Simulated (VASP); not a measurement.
# InSb (F-43m) in VASP: single point with LDA

Aim: the single point of InSb with LDA.

Program: VASP 6.6.1. These are calculated values, not measurements. Logs are shortened: lines on timing, memory, paths and dates and some standing lists are left out, and cuts for length are marked.

### 1 The cell of the first run

It takes space group F-43m (No. 216, cubic). Conventional cell: a = 6.605 Å, b = 6.605 Å, c = 6.605 Å, α = 90.00°, β = 90.00°, γ = 90.00°. Within 3.8 Å of In (site symmetry -43m) lie 4 Sb at 2.86 Å. Sb (site symmetry -43m) has 4 In at 2.86 Å within 3.8 Å.

### 2 Single point, LDA (volume scaled by 1.06)

INCAR

```
PREC = Accurate
ENCUT = 520
EDIFF = 1E-6
ISMEAR = -1
SIGMA = 0.03
LREAL = False
LASPH = True
NELM = 100
ALGO = Normal
ISIF = 2
LWAVE = False
LCHARG = False
NBANDS = 16
```

KPOINTS

```
Automatic mesh
0
Gamma
  10 10 10
```

POSCAR

```
InSb
1.0
    0.0000000000      3.3026278931      3.3026278931
    3.3026278931      0.0000000000      3.3026278931
    3.3026278931      3.3026278931      0.0000000000
In Sb
1 1
Direct
    0.0000000000      0.0000000000      0.0000000000
    0.7500000000      0.7500000000      0.7500000000
```

Potentials or basis: VASP PAW LDA potentials, release 64 (In_d, Sb).

Command:

```sh
cat potpaw_LDA.64/In_d/POTCAR potpaw_LDA.64/Sb/POTCAR > POTCAR
mpirun -np 1 vasp_std > vasp.out
```

OUTCAR:

```text
PREC = Accurate
   ENCUT = 520
   EDIFF = 1E-6
   ISMEAR = -1
   LREAL = False
   LASPH = True
   NELM = 100
   ISIF = 2

 ion  position               nearest neighbor table
   1  0.000  0.000  0.000-   2 2.86   2 2.86   2 2.86   2 2.86
   2  0.750  0.750  0.750-   1 2.86   1 2.86   1 2.86   1 2.86

  LATTYP: Found a face centered cubic cell.
 ALAT       =     6.6052557862

  Lattice vectors:

 A1 = (   0.0000000000,   3.3026278931,   3.3026278931)
 A2 = (   3.3026278931,   0.0000000000,   3.3026278931)
 A3 = (   3.3026278931,   3.3026278931,   0.0000000000)

Analysis of symmetry for initial positions (statically):
=====================================================================
 Subroutine PRICEL returns:
 Original cell was already a primitive cell.

 Routine SETGRP: Setting up the symmetry group for a
 face centered cubic supercell.

 Subroutine GETGRP returns: Found 24 space group operations
 (whereof 24 operations were pure point group operations)
 out of a pool of 48 trial point group operations.

The static configuration has the point symmetry T_d .

Analysis of symmetry for dynamics (positions and initial velocities):
=====================================================================
 Subroutine PRICEL returns:
 Original cell was already a primitive cell.

 Routine SETGRP: Setting up the symmetry group for a
 face centered cubic supercell.

 Subroutine GETGRP returns: Found 24 space group operations
 (whereof 24 operations were pure point group operations)
 out of a pool of 48 trial point group operations.

The dynamic configuration has the point symmetry T_d .

 Subroutine INISYM returns: Found 24 space group operations
 (whereof 24 operations are pure point group operations),
 and found     1 'primitive' translations

----------------------------------------------------------------------------------------

                                     Primitive cell

  volume of cell :      72.0458

  direct lattice vectors                    reciprocal lattice vectors
     0.000000000  3.302627893  3.302627893    -0.151394591  0.151394591  0.151394591
     3.302627893  0.000000000  3.302627893     0.151394591 -0.151394591  0.151394591
     3.302627893  3.302627893  0.000000000     0.151394591  0.151394591 -0.151394591

  length of vectors
     4.670621158  4.670621158  4.670621158     0.262223124  0.262223124  0.262223124

  position of ions in fractional coordinates (direct lattice)
     0.000000000  0.000000000  0.000000000
     0.750000000  0.750000000  0.750000000

  ion indices of the primitive-cell ions
   primitive index   ion index
                 1           1
                 2           2

----------------------------------------------------------------------------------------

 KPOINTS: Automatic mesh

Automatic generation of k-mesh.
 Grid dimensions read from file:
 generate k-points for:   10   10   10

 Generating k-lattice:

  Cartesian coordinates                     Fractional coordinates (reciprocal lattice)
    -0.015139459  0.015139459  0.015139459     0.100000000  0.000000000  0.000000000
     0.015139459 -0.015139459  0.015139459     0.000000000  0.100000000  0.000000000
     0.015139459  0.015139459 -0.015139459     0.000000000  0.000000000  0.100000000

  Length of vectors
     0.026222312  0.026222312  0.026222312

  Shift w.r.t. Gamma in fractional coordinates (k-lattice)
     0.000000000  0.000000000  0.000000000

 Subroutine IBZKPT returns following result:
 ===========================================

 Found     47 irreducible k-points:

 Following reciprocal coordinates:
            Coordinates               Weight
  0.000000  0.000000  0.000000      1.000000
  0.100000  0.000000  0.000000      8.000000
  0.200000  0.000000  0.000000      8.000000
  0.300000  0.000000  0.000000      8.000000
  0.400000  0.000000  0.000000      8.000000
  0.500000  0.000000  0.000000      4.000000
[... 16 lines left out ...]
  0.300000  0.300000  0.000000      6.000000
  0.400000  0.300000  0.000000     24.000000
 [... further k-points ...]
   k-points           NKPTS =     47   k-points in BZ     NKDIM =     47   number of bands    NBANDS=     16
   number of dos      NEDOS =    301   number of ions     NIONS =      2
   total plane-waves  NPLWV =  46656
   dimension x,y,z NGX =    36 NGY =   36 NGZ =   36
   dimension x,y,z NGXF=    72 NGYF=   72 NGZF=   72
   ions per type =               1   1
   NGX,Y,Z   is equivalent  to a cutoff of  12.81, 12.81, 12.81 a.u.
   NGXF,Y,Z  is equivalent  to a cutoff of  25.63, 25.63, 25.63 a.u.
 SYSTEM =  unknown system
   PREC   = accura    normal or accurate (medium, high low for compatibility)
   ISTART =      0    job   : 0-new  1-cont  2-samecut
   ICHARG =      2    charge: 1-file 2-atom 10-const
   ISPIN  =      1    spin polarized calculation?
   LNONCOLLINEAR =      F non collinear calculations
   LSORBIT =      F    spin-orbit coupling
   LASPH  =      T    aspherical Exc in radial PAW
   ENCUT  =  520.0 eV  38.22 Ry    6.18 a.u.   8.68  8.68  8.68*2*pi/ulx,y,z
   NELM   =    100;   NELMIN=  2; NELMDL= -5     # of ELM steps
   EDIFF  = 0.1E-05   stopping-criterion for ELM
   LREAL  =      F    real-space projection
   EDIFFG = 0.1E-04   stopping-criterion for IOM
   NSW    =      0    number of steps for IOM
   IBRION =     -1    ionic relax: 0-MD 1-quasi-New 2-CG
   NFREE  =      0    steps in history (QN), initial steepest desc. (CG)
   ISIF   =      2    stress and relaxation
   ISYM   =      2    0-nonsym 1-usesym 2-fastsym
   POTIM  = 0.5000    time-step for ionic-motion
   TEBEG  =    0.0;   TEEND  =   0.0 temperature during run
   PSTRESS=    0.0 pullay stress
   NELECT =      18.0000    total number of electrons
   NUPDOWN=      -1.0000    fix difference up-down
   EMIN   =  10.00;   EMAX   =-10.00  energy-range for DOS
   EFERMI =   0.00;   METHOD = LEGACY
   ISMEAR =    -1;   SIGMA  =   0.03  broadening in eV -4-tet -1-fermi 0-gaus
   EFERMI_NEDOS =   21; number of points for ismear=-14 and -15
   IALGO  =     38    algorithm
   IMIX   =      4    mixing-type and parameters
     AMIX     =   0.40;   BMIX     =  1.00
     AMIX_MAG =   1.60;   BMIX_MAG =  1.00
  volume/ion in A,a.u.               =      36.02       243.09
  Fermi-wavevector in a.u.,A,eV,Ry     =   1.031089  1.948475 14.464951  1.063144
  Thomas-Fermi vector in A             =   2.165219
   LORBIT       =      0    0 simple, 1 ext, 2 COOP (PROOUT), +10 PAW based schemes
   GGA     = CA    functional components
   LHFCALC =     F    Hartree Fock is set to
   AEXX    =    0.0000 exact exchange contribution
   IVDW    =     0    specifies the selected vdW correction
   LEPSILON=     F    determine dielectric tensor
   LRPA    =     F    only Hartree local field effects (RPA)
 non-spin polarized calculation
  energy-cutoff  :      520.00
  volume of cell :       72.05
 maximum number of plane-waves:      1964
   NGX = 17   NGY = 17   NGZ = 17

 number of electron      18.0000006 magnetization

 Free energy of the ion-electron system (eV)
  ---------------------------------------------------
  ext. energy  EPLUGINS =         0.00000000
  ---------------------------------------------------
  free energy    TOTEN  =        -8.17225837 eV

  energy without entropy =       -8.17210098  energy(sigma->0) =       -8.17217968

 E-fermi :   4.3181     XC(G=0):  -8.7540

 val. band max:        4.2913524404   @ k =   0.0000   0.0000   0.0000
 cond. band min:       4.6147140683   @ k =   0.5000   0.0000   0.0000
 fundamental gap:      0.3233616279
 Fermi energy:         4.3181128305

 k-point     1 :       0.0000    0.0000    0.0000
  band No.  band energies     occupation
      1     -10.1499      2.00000
      2     -10.1499      2.00000
      3     -10.1499      2.00000
      4     -10.0778      2.00000
      5     -10.0778      2.00000
      6      -6.1291      2.00000
[... 8 lines left out ...]
     15      12.4379      0.00000
     16      12.4379      0.00000

 k-point     2 :       0.1000    0.0000    0.0000
  band No.  band energies     occupation
      1     -10.1537      2.00000
      2     -10.1482      2.00000
      3     -10.1482      2.00000
      4     -10.0780      2.00000
      5     -10.0780      2.00000
      6      -6.0455      2.00000
[... 8 lines left out ...]
     15      11.8356      0.00000
     16      11.8356      0.00000

 k-point     3 :       0.2000    0.0000    0.0000
  band No.  band energies     occupation
      1     -10.1635      2.00000
      2     -10.1439      2.00000
      3     -10.1439      2.00000
      4     -10.0781      2.00000
      5     -10.0781      2.00000
      6      -5.8051      2.00000
[... 8 lines left out ...]
     15      11.4590      0.00000
     16      11.4590      0.00000

 k-point     4 :       0.3000    0.0000    0.0000
  band No.  band energies     occupation
      1     -10.1755      2.00000
      2     -10.1390      2.00000
      3     -10.1390      2.00000
      4     -10.0777      2.00000
      5     -10.0777      2.00000
      6      -5.4482      2.00000
[... 8 lines left out ...]
     15      11.6799      0.00000
     16      11.6799      0.00000
[... 324 lines left out ...]
 k-point    22 :      -0.2000    0.2000    0.0000
  band No.  band energies     occupation
      1     -10.1805      2.00000
      2     -10.1370      2.00000
      3     -10.1346      2.00000
      4     -10.0800      2.00000
      5     -10.0769      2.00000
      6      -5.3220      2.00000
[... 8 lines left out ...]
     15      12.3191      0.00000
     16      12.8028      0.00000

 k-point    23 :       0.3000    0.3000    0.0000
  band No.  band energies     occupation
      1     -10.1949      2.00000
      2     -10.1266      2.00000
      3     -10.1266      2.00000
      4     -10.0873      2.00000
      5     -10.0729      2.00000
      6      -5.1996      2.00000
[... 8 lines left out ...]
     15      13.2982      0.00000
     16      13.5567      0.00000

 k-point    24 :       0.4000    0.3000    0.0000
  band No.  band energies     occupation
      1     -10.2025      2.00000
      2     -10.1229      2.00000
      3     -10.1222      2.00000
      4     -10.0886      2.00000
      5     -10.0723      2.00000
      6      -4.8903      2.00000
[... 8 lines left out ...]
     15      13.6946      0.00000
     16      13.9493      0.00000

 [... further k-points ...]

------------------------ aborting loop because EDIFF is reached ----------------------------------------

  FORCE on cell =-STRESS in cart. coord.  units (eV):
  Direction    XX          YY          ZZ          XY          YZ          ZX
  --------------------------------------------------------------------------------------
  -------------------------------------------------------------------------------------
  Total       -1.2342508     -1.2342508     -1.2342508     -0.0000000      0.0000000     -0.0000000
  in kB      -27.4476435    -27.4476435    -27.4476435     -0.0000000      0.0000000     -0.0000000
  external PRESSURE =     -27.4476435 kB  Pullay stress =       0.0000000 kB

 VOLUME and BASIS-vectors are now :
 -----------------------------------------------------------------------------
  energy-cutoff  :      520.00
  volume of cell :       72.05
      direct lattice vectors                 reciprocal lattice vectors
     0.000000000  3.302627893  3.302627893    -0.151394591  0.151394591  0.151394591
     3.302627893  0.000000000  3.302627893     0.151394591 -0.151394591  0.151394591
     3.302627893  3.302627893  0.000000000     0.151394591  0.151394591 -0.151394591

 POSITION                                       TOTAL-FORCE (eV/Angst)
 -----------------------------------------------------------------------------------
      0.00000      0.00000      0.00000        -0.000000     -0.000000     -0.000000
      4.95394      4.95394      4.95394         0.000000      0.000000      0.000000
 -----------------------------------------------------------------------------------
    total drift:                                0.000000      0.000000      0.000000

  FREE ENERGIE OF THE ION-ELECTRON SYSTEM (eV)
  ---------------------------------------------------
  free  energy   TOTEN  =        -8.1722583724 eV

  energy  without entropy=       -8.1721009808  energy(sigma->0) =       -8.17217968
```

Wall time 68 s (1 thread of Intel Xeon Platinum 8259CL at 2.50GHz (Skylake/Cascade Lake), shared host); peak memory 0.21 GiB.

What came out:

```yaml
Free_energy: -8.1723 eV
Pressure: -2.7 GPa
Band_gap_on_the_k_mesh: zero (filled and empty bands touch)
```

Caveat: spin-orbit coupling is left out, which moves the levels of the heavy elements.
